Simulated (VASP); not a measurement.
Wanted: the native input for a VASP 6.6.1 run.

| Property | Result |
| --- | --- |
| Task | single point |
| Functional | PBEsol |
| Potentials or basis | VASP PAW PBE potentials, release 64 (Mg) |
| Cutoff | 520 eV |
| k mesh | 16 × 16 × 16 |
| Occupations | fermi-dirac, width 0.05 eV |
| Spin | no spin polarisation |
| Dipole correction | no |
| Further INCAR settings | ALGO = Normal; EDIFF = 1e-07; NBANDS = 7 |

The structure of Mg lies in POSCAR:

```
Mg
1.0
   -1.4617350000      1.4765000000      1.4765000000
    1.4765000000     -1.4617350000      1.4765000000
    1.4765000000      1.4765000000     -1.4617350000
Mg
1
Direct
    0.0000000000      0.0000000000      0.0000000000
```

This isn't the form of Mg at room conditions, which is hcp.

This cell differs from its parent crystal: equal xy, yz and zx shear strains of +1 %.

The input as run:

INCAR

```
  PREC = Accurate
  ENCUT = 520
  EDIFF = 1E-7
  ISMEAR = -1
  SIGMA = 0.05
  LREAL = False
  LASPH = True
  NELM = 80
  ALGO = Normal
  ISIF = 2
  LWAVE = False
  LCHARG = False
  GGA = PS
  NBANDS = 7
```

KPOINTS

```
regular mesh
0
Gamma
  16 16 16
```

Potentials or basis: VASP PAW PBE potentials, release 64 (Mg).

Command:

```bash
$ cat potpaw_PBE.64/Mg/POTCAR > POTCAR
$ mpirun -np 1 vasp_std > vasp.out
```

Results of the run:

```json
{
  "Pressure": "61.5 GPa",
  "Band gap on the k mesh": "zero (bands 1 and 2 overlap by 4.91 eV)"
}
```

Caveat: the cell differs from its parent crystal (equal xy, yz and zx shear strains of +1 %); the cell stands under pressure; the PAW data sets were made with another functional, which shifts forces and pressure a little.

It took 21 s on 1 thread of AMD EPYC 7R43 64-Core Processor (Zen 3) (shared host), peak memory 0.12 GiB.
